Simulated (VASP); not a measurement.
# CuTe (Pmmn) in VASP: single point with LDA+U

Aim: the single point of CuTe with LDA+U.

All numbers are computed with VASP 6.6.1; they aren't measurements. Logs are shortened: lines on timing, memory, paths and dates and some standing lists are left out, and cuts for length are marked.

### 1 The cell of the first run

It takes space group Pmmn (No. 59, orthorhombic). Conventional cell: a = 3.100 Å, b = 4.020 Å, c = 6.860 Å, α = 90.00°, β = 90.00°, γ = 90.00°. Within 3.3 Å of Cu (site symmetry mm2) lie 4 Te at 2.54 to 2.73 Å and 6 Cu at 2.63 to 3.10 Å. Te (site symmetry mm2) has 4 Cu at 2.54 to 2.73 Å and 2 Te at 3.10 Å within 3.3 Å.

### 2 Single point, LDA+U

File INCAR:

```
SYSTEM = CuTe
ALGO = Normal
EDIFF = 1E-6
ENCUT = 600
GGA = CA
GGA_COMPAT = .False.
ISIF = 2
ISMEAR = 0
LASPH = .True.
LCHARG = .False.
LDAU = .True.
LDAUJ = 0 0
LDAUL = 2 -1
LDAUPRINT = 1
LDAUTYPE = 2
LDAUU = 5 0
LMAXMIX = 4
LREAL = .False.
LWAVE = .False.
NBANDS = 44
NELM = 200
PREC = Accurate
SIGMA = 0.05
```

File KPOINTS:

```
k-points
0
Gamma
  6 5 5
  0 0 0
```

File POSCAR:

```
CuTe
1.0
    3.0999997600      0.0000000000      0.0000000000
    0.0000000000      4.0199996900      6.8599994700
    0.0000000000      0.0000000000     13.7199989400
Cu Te
4 4
Direct
    0.0000000000      0.5000000000      0.9745000000
    0.5000000000      0.0000000000      0.2755000000
    0.0000000000      0.5000000000      0.4745000000
    0.5000000000      0.0000000000      0.7755000000
    0.0000000000      0.0000000000      0.1115000000
    0.5000000000      0.5000000000      0.1385000000
    0.0000000000      0.0000000000      0.6115000000
    0.5000000000      0.5000000000      0.6385000000
```

Potentials or basis: VASP PAW LDA potentials, release 64 (Cu, Te).

Started as:

```sh
$ cat potpaw_LDA.64/Cu/POTCAR potpaw_LDA.64/Te/POTCAR > POTCAR
$ mpirun -np 1 vasp_std > vasp.out
```

OUTCAR:

```text
SYSTEM = CuTe
   EDIFF = 1E-6
   ENCUT = 600
   GGA = CA
   ISIF = 2
   ISMEAR = 0
   LASPH = .True.
   LREAL = .False.
   NELM = 200
   PREC = Accurate

 ion  position               nearest neighbor table
   1  0.000  0.500  0.974-   7 2.54   5 2.54   2 2.63   4 2.63   4 2.63   2 2.63   6 2.73   6 2.73

   2  0.500  0.000  0.276-   6 2.54   8 2.54   3 2.63   1 2.63   1 2.63   3 2.63   5 2.73   5 2.73

   3  0.000  0.500  0.474-   5 2.54   7 2.54   4 2.63   2 2.63   2 2.63   4 2.63   8 2.73   8 2.73

   4  0.500  0.000  0.776-   8 2.54   6 2.54   1 2.63   3 2.63   3 2.63   1 2.63   7 2.73   7 2.73

   5  0.000  0.000  0.111-   1 2.54   3 2.54   2 2.73   2 2.73
   6  0.500  0.500  0.139-   4 2.54   2 2.54   1 2.73   1 2.73
   7  0.000  0.000  0.611-   3 2.54   1 2.54   4 2.73   4 2.73
   8  0.500  0.500  0.639-   2 2.54   4 2.54   3 2.73   3 2.73

  LATTYP: Found a base centered orthorhombic cell.
 ALAT       =     8.0399993800
 B/A-ratio  =     1.7064676614
 C/A-ratio  =     0.3855721392

  Lattice vectors:

 A1 = (   0.0000000000,   4.0199996900,  -6.8599994700)
 A2 = (   0.0000000000,   4.0199996900,   6.8599994700)
 A3 = (   3.0999997600,   0.0000000000,   0.0000000000)

Analysis of symmetry for initial positions (statically):
=====================================================================
 Subroutine PRICEL returns following result:

  LATTYP: Found a simple orthorhombic cell.
 ALAT       =     3.0999997600
 B/A-ratio  =     1.2967741939
 C/A-ratio  =     2.2129032262

  Lattice vectors:

 A1 = (   3.0999997600,   0.0000000000,   0.0000000000)
 A2 = (   0.0000000000,   4.0199996900,   0.0000000000)
 A3 = (   0.0000000000,   0.0000000000,   6.8599994700)

   2 primitive cells build up your supercell.

 Routine SETGRP: Setting up the symmetry group for a
 base centered orthorhombic supercell.

 Subroutine GETGRP returns: Found  8 space group operations
 (whereof  4 operations were pure point group operations)
 out of a pool of  8 trial point group operations.

The static configuration has the point symmetry C_2v.
 The point group associated with its full space group is D_2h.

Analysis of symmetry for dynamics (positions and initial velocities):
=====================================================================
 Subroutine PRICEL returns following result:

  LATTYP: Found a simple orthorhombic cell.
 ALAT       =     3.0999997600
 B/A-ratio  =     1.2967741939
 C/A-ratio  =     2.2129032262

  Lattice vectors:

 A1 = (   3.0999997600,   0.0000000000,   0.0000000000)
 A2 = (   0.0000000000,   4.0199996900,   0.0000000000)
 A3 = (   0.0000000000,   0.0000000000,   6.8599994700)

   2 primitive cells build up your supercell.

 Routine SETGRP: Setting up the symmetry group for a
 base centered orthorhombic supercell.

 Subroutine GETGRP returns: Found  8 space group operations
 (whereof  4 operations were pure point group operations)
 out of a pool of  8 trial point group operations.

The dynamic configuration has the point symmetry C_2v.
 The point group associated with its full space group is D_2h.

 Subroutine INISYM returns: Found  8 space group operations
 (whereof  4 operations are pure point group operations),
 and found     2 'primitive' translations

----------------------------------------------------------------------------------------

                                     Primitive cell

  volume of cell :      85.4893
[... 72 lines left out ...]
  0.333333 -0.400000  0.200000      4.000000
  0.500000 -0.400000  0.200000      2.000000
 [... further k-points ...]
   k-points           NKPTS =     36   k-points in BZ     NKDIM =     36   number of bands    NBANDS=     44
   number of dos      NEDOS =    301   number of ions     NIONS =      8
   total plane-waves  NPLWV = 200704
   dimension x,y,z NGX =    28 NGY =   64 NGZ =  112
   dimension x,y,z NGXF=    56 NGYF=  128 NGZF=  224
   ions per type =               4   4
   NGX,Y,Z   is equivalent  to a cutoff of  15.02, 13.38, 13.57 a.u.
   NGXF,Y,Z  is equivalent  to a cutoff of  30.03, 26.76, 27.14 a.u.
 SYSTEM =  CuTe
   PREC   = accura    normal or accurate (medium, high low for compatibility)
   ISTART =      0    job   : 0-new  1-cont  2-samecut
   ICHARG =      2    charge: 1-file 2-atom 10-const
   ISPIN  =      1    spin polarized calculation?
   LNONCOLLINEAR =      F non collinear calculations
   LSORBIT =      F    spin-orbit coupling
   LASPH  =      T    aspherical Exc in radial PAW
   ENCUT  =  600.0 eV  44.10 Ry    6.64 a.u.   6.19 15.88 27.40*2*pi/ulx,y,z
   NELM   =    200;   NELMIN=  2; NELMDL= -5     # of ELM steps
   EDIFF  = 0.1E-05   stopping-criterion for ELM
   LREAL  =      F    real-space projection
   EDIFFG = 0.1E-04   stopping-criterion for IOM
   NSW    =      0    number of steps for IOM
   IBRION =     -1    ionic relax: 0-MD 1-quasi-New 2-CG
   NFREE  =      0    steps in history (QN), initial steepest desc. (CG)
   ISIF   =      2    stress and relaxation
   ISYM   =      2    0-nonsym 1-usesym 2-fastsym
   POTIM  = 0.5000    time-step for ionic-motion
   TEBEG  =    0.0;   TEEND  =   0.0 temperature during run
   PSTRESS=    0.0 pullay stress
   NELECT =      68.0000    total number of electrons
   NUPDOWN=      -1.0000    fix difference up-down
   EMIN   =  10.00;   EMAX   =-10.00  energy-range for DOS
   EFERMI =   0.00;   METHOD = LEGACY
   ISMEAR =     0;   SIGMA  =   0.05  broadening in eV -4-tet -1-fermi 0-gaus
   EFERMI_NEDOS =   21; number of points for ismear=-14 and -15
   IALGO  =     38    algorithm
   IMIX   =      4    mixing-type and parameters
     AMIX     =   0.40;   BMIX     =  1.00
     AMIX_MAG =   1.60;   BMIX_MAG =  1.00
  volume/ion in A,a.u.               =      21.37       144.23
  Fermi-wavevector in a.u.,A,eV,Ry     =   1.203919  2.275077 19.720565  1.449421
  Thomas-Fermi vector in A             =   2.339659
   LORBIT       =      0    0 simple, 1 ext, 2 COOP (PROOUT), +10 PAW based schemes
 LDA+U is selected, type is set to LDAUTYPE =  2
   angular momentum for each species LDAUL =     2   -1
   U (eV)           for each species LDAUU =   5.0  0.0
   J (eV)           for each species LDAUJ =   0.0  0.0
   GGA     = CA    functional components
   LHFCALC =     F    Hartree Fock is set to
   AEXX    =    0.0000 exact exchange contribution
   IVDW    =     0    specifies the selected vdW correction
   LEPSILON=     F    determine dielectric tensor
   LRPA    =     F    only Hartree local field effects (RPA)
 non-spin polarized calculation
 Gauss-broadening in eV      SIGMA  =   0.05
  energy-cutoff  :      600.00
  volume of cell :      170.98
 maximum number of plane-waves:      5726
 NGX is ok and might be reduce to    28
   NGX = 13   NGY = 31   NGZ = 55

atom =   1  type =  1  l = 2

 onsite density matrix

spin component  1
[... 116 lines left out ...]
  o =  0.9318  v =  0.0000 -1.0000 -0.0000  0.0000  0.0000  0.0000  0.0000  0.0000  0.0000  0.0000      0.0000  0.0000  0.0000  0.0000  0.0000  0.0000  0.0000  0.0000  0.0000  0.0000
  o =  0.9318  v =  0.0000  0.0000  0.0000  0.0000  0.0000  0.0000 -1.0000 -0.0000  0.0000  0.0000      0.0000  0.0000  0.0000  0.0000  0.0000  0.0000  0.0000  0.0000  0.0000  0.0000
  o =  0.9368  v =  1.0000  0.0000  0.0000  0.0000  0.0000  0.0000  0.0000  0.0000  0.0000  0.0000      0.0000  0.0000  0.0000  0.0000  0.0000  0.0000  0.0000  0.0000  0.0000  0.0000
  o =  0.9368  v =  0.0000  0.0000  0.0000  0.0000  0.0000  1.0000  0.0000  0.0000  0.0000  0.0000      0.0000  0.0000  0.0000  0.0000  0.0000  0.0000  0.0000  0.0000  0.0000  0.0000
  o =  0.9434  v =  0.0000 -0.0000  0.0000 -1.0000  0.0000  0.0000  0.0000  0.0000  0.0000  0.0000      0.0000  0.0000  0.0000  0.0000  0.0000  0.0000  0.0000  0.0000  0.0000  0.0000
  o =  0.9434  v =  0.0000  0.0000  0.0000  0.0000  0.0000  0.0000 -0.0000  0.0000 -1.0000  0.0000      0.0000  0.0000  0.0000  0.0000  0.0000  0.0000  0.0000  0.0000  0.0000  0.0000
  o =  0.9442  v =  0.0000  0.0000  0.0000  0.0000  0.0000  0.0000 -0.0000  0.9998  0.0000 -0.0174      0.0000  0.0000  0.0000  0.0000  0.0000  0.0000  0.0000  0.0000  0.0000  0.0000
  o =  0.9442  v =  0.0000 -0.0000  0.9998  0.0000 -0.0174  0.0000  0.0000  0.0000  0.0000  0.0000      0.0000  0.0000  0.0000  0.0000  0.0000  0.0000  0.0000  0.0000  0.0000  0.0000
  o =  0.9520  v =  0.0000  0.0000  0.0000  0.0000  0.0000  0.0000  0.0000  0.0174  0.0000  0.9998      0.0000  0.0000  0.0000  0.0000  0.0000  0.0000  0.0000  0.0000  0.0000  0.0000
  o =  0.9520  v =  0.0000  0.0000  0.0174  0.0000  0.9998  0.0000  0.0000  0.0000  0.0000  0.0000      0.0000  0.0000  0.0000  0.0000  0.0000  0.0000  0.0000  0.0000  0.0000  0.0000

 number of electron      68.0000009 magnetization

 Free energy of the ion-electron system (eV)
  ---------------------------------------------------
  ext. energy  EPLUGINS =         0.00000000
  ---------------------------------------------------
  free energy    TOTEN  =       -27.88133361 eV

  energy without entropy =      -27.87692825  energy(sigma->0) =      -27.87913093

 E-fermi :   6.8487     XC(G=0): -10.5747

 val. band max:        6.8044528106   @ k =   0.1667   0.4000   0.2000
 cond. band min:       6.8523091243   @ k =   0.5000  -0.0000   0.2000
 fundamental gap:      0.0478563137
 Fermi energy:         6.8486805862

 k-point     1 :       0.0000    0.0000    0.0000
  band No.  band energies     occupation
      1      -6.5517      2.00000
      2      -5.6057      2.00000
      3      -5.6057      2.00000
      4      -5.5124      2.00000
      5       0.0823      2.00000
      6       0.5084      2.00000
[... 1117 lines left out ...]
     43      12.4378      0.00000
     44      12.4378      0.00000

 [... further k-points ...]

------------------------ aborting loop because EDIFF is reached ----------------------------------------

  FORCE on cell =-STRESS in cart. coord.  units (eV):
  Direction    XX          YY          ZZ          XY          YZ          ZX
  --------------------------------------------------------------------------------------
  -------------------------------------------------------------------------------------
  Total       -1.1329998     -2.0912612     -1.6375865      0.0000000      0.0000000      0.0000000
  in kB      -10.6169229    -19.5964365    -15.3452188      0.0000000      0.0000000      0.0000000
  external PRESSURE =     -15.1861927 kB  Pullay stress =       0.0000000 kB

 VOLUME and BASIS-vectors are now :
 -----------------------------------------------------------------------------
  energy-cutoff  :      600.00
  volume of cell :      170.98
      direct lattice vectors                 reciprocal lattice vectors
     3.099999760  0.000000000  0.000000000     0.322580670  0.000000000  0.000000000
     0.000000000  4.019999690  6.859999470     0.000000000  0.248756238  0.000000000
     0.000000000  0.000000000 13.719998940     0.000000000 -0.124378119  0.072886303

 POSITION                                       TOTAL-FORCE (eV/Angst)
 -----------------------------------------------------------------------------------
      0.00000      2.01000     16.80014        -0.000000      0.000000      0.309001
      1.55000      0.00000      3.77986         0.000000     -0.000000     -0.309001
      0.00000      2.01000      9.94014         0.000000      0.000000      0.309001
      1.55000      0.00000     10.63986         0.000000     -0.000000     -0.309001
      0.00000      0.00000      1.52978        -0.000000      0.000000      0.130297
      1.55000      2.01000      5.33022        -0.000000     -0.000000     -0.130297
      0.00000      0.00000      8.38978        -0.000000     -0.000000      0.130297
      1.55000      2.01000     12.19022        -0.000000     -0.000000     -0.130297
 -----------------------------------------------------------------------------------
    total drift:                                0.000000      0.000000     -0.000000

  FREE ENERGIE OF THE ION-ELECTRON SYSTEM (eV)
  ---------------------------------------------------
  free  energy   TOTEN  =       -27.8813336125 eV

  energy  without entropy=      -27.8769282534  energy(sigma->0) =      -27.87913093
```

It took 12 min on 1 thread of Intel Xeon 8259CL, shared host; peak memory 0.51 GiB.

Results:

```yaml
Free_energy: -27.8813 eV
Pressure: -1.5 GPa
Largest_force: 0.309 eV/Å
Band_gap_on_the_k_mesh: zero (bands 34 and 35 overlap by 3.77 eV)
```

Forces on the atoms (eV/Å):
```
Cu   0.000  0.000  0.309
Cu   0.000  0.000 -0.309
Cu   0.000  0.000  0.309
Cu   0.000  0.000 -0.309
Te   0.000  0.000  0.130
Te   0.000  0.000 -0.130
Te   0.000  0.000  0.130
Te   0.000  0.000 -0.130
```

Stress tensor (GPa, compression positive):
```
-1.06  0.00  0.00
 0.00 -1.96  0.00
 0.00  0.00 -1.53
```

Levels at points of the mesh, in eV from the Fermi level:
```csv
k point,band 30,band 31,band 32,band 33,band 34,band 35,band 36,band 37,band 38,band 39
"(0.00, 0.00, 0.00)",-2.20,-1.00,0.06,1.70,1.73,1.73,1.98,2.44,3.14,3.14
"(0.50, 0.00, 0.00)",-2.15,-2.13,-2.13,-1.78,-1.78,0.42,0.42,3.42,3.42,3.47
```

Eigenvalues of the final occupation matrices:
| site | spin | trace | eigenvalues |
| --- | --- | --- | --- |
| site 1 d | 1 | 4.71 | 0.93 0.94 0.94 0.94 0.95 |
| site 1 d | 2 | 4.71 | 0.93 0.94 0.94 0.94 0.95 |
| site 2 d | 1 | 4.71 | 0.93 0.94 0.94 0.94 0.95 |
| site 2 d | 2 | 4.71 | 0.93 0.94 0.94 0.94 0.95 |
| site 3 d | 1 | 4.71 | 0.93 0.94 0.94 0.94 0.95 |
| site 3 d | 2 | 4.71 | 0.93 0.94 0.94 0.94 0.95 |
| site 4 d | 1 | 4.71 | 0.93 0.94 0.94 0.94 0.95 |
| site 4 d | 2 | 4.71 | 0.93 0.94 0.94 0.94 0.95 |

Caveat: spin-orbit coupling is left out, which moves the levels of the heavy elements; U without spin polarisation on a metal has little footing; the U is typed as a test and isn't derived for this compound.

The gap in the log of VASP goes by the Fermi energy; the results here count the filled bands.